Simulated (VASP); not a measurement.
Set up this calculation in VASP 6.6.1, as the native input.

```
Task                   : single point
Functional             : LDA
Potentials or basis    : VASP PAW LDA potentials, release 64 (Zr_sv)
Cutoff                 : 520 eV
k mesh                 : 14 × 14 × 8
Occupations            : fermi-dirac, width 0.1 eV
Spin                   : no spin polarisation
Dipole correction      : no
Further INCAR settings : ALGO = Normal; EDIFF = 1e-07; NBANDS = 19
```

The structure of Zr lies in POSCAR:

```
Zr
1.0
    2.2924454170      0.0000000000      0.0000000000
   -1.1462227085      1.9853159679      0.0000000000
    0.0000000000      0.0000000000      3.8308221853
Zr
2
Direct
    0.3333333333      0.6666666667      0.2500000000
    0.6666666667      0.3333333333      0.7500000000
```

This cell differs from its parent crystal: volume scaled by 0.4.

The input as run:

INCAR

```
SYSTEM = Zr
PREC = Accurate
ENCUT = 520
EDIFF = 1E-7
ISMEAR = -1
SIGMA = 0.1
LREAL = .False.
LASPH = .True.
NELM = 100
ALGO = Normal
ISIF = 2
LWAVE = .False.
LCHARG = .False.
NBANDS = 19
```

KPOINTS

```
regular mesh
0
Gamma
  14 14 8
  0 0 0
```

Potentials or basis: VASP PAW LDA potentials, release 64 (Zr_sv).

The run is started by

```bash
$ cat potpaw_LDA.64/Zr_sv/POTCAR > POTCAR
$ mpirun -np 1 vasp_std > vasp.out
```

Results of the run:

```json
{"Pressure": "462.8 GPa", "Band gap on the k mesh": "zero (band 12 reaches 26.37 eV, above the bottom of band 13 at 23.67 eV)"}
```

Run time: 16 s on 1 thread of Intel(R) Xeon(R) 6975P-C (Granite Rapids), on a shared host, peak memory 0.14 GiB.
